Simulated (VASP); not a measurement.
Write the native input for VASP 6.6.1 that does the following.

```
Task                   : single point
Functional             : PBEsol
Potentials or basis    : VASP PAW PBE potentials, release 64 (Sb_d_GW)
Cutoff                 : 500 eV
k mesh                 : 6 × 6 × 6
Occupations            : gaussian, width 0.1 eV
Spin                   : no spin polarisation
Dipole correction      : no
Further INCAR settings : ALGO = Normal; EDIFF = 1e-06; NBANDS = 22
```

The structure of Sb lies in POSCAR:

```
Sb
1.0
    2.0944069645      1.2092064248      3.5535001936
   -2.0944069645      1.2092064248      3.5535001936
    0.0000000000     -2.4184128495      3.5535001936
Sb
2
Direct
    0.2386342958      0.2386342958      0.2386342958
    0.7613657042      0.7613657042      0.7613657042
```

One way to write it, as run:

INCAR

```
  PREC = Accurate
  ENCUT = 500
  EDIFF = 1E-6
  ISMEAR = 0
  SIGMA = 0.1
  LREAL = False
  LASPH = True
  NELM = 120
  ALGO = Normal
  ISIF = 2
  LWAVE = False
  LCHARG = False
  GGA = PS
  NBANDS = 22
  GGA_COMPAT = False
```

KPOINTS

```
Automatic mesh
0
Gamma
  6 6 6
```

Potentials or basis: VASP PAW PBE potentials, release 64 (Sb_d_GW).

The run is started by

```sh
$ cat potpaw_PBE.64/Sb_d_GW/POTCAR > POTCAR
$ mpirun -np 1 vasp_std > vasp.out
```

It gave:

```
Pressure               : 6.4 GPa
Largest force          : 0.045 eV/Å
Band gap on the k mesh : zero (bands 15 and 16 overlap by 0.61 eV)
```

Caveat: the cell stands under pressure; the PAW data sets were made with another functional, which shifts forces and pressure a little; spin-orbit coupling is left out, which moves the levels of the heavy elements.

Run time: 16 s on 1 thread of Intel(R) Xeon(R) 6975P-C (Granite Rapids), with other jobs on the host, peak memory 0.19 GiB.
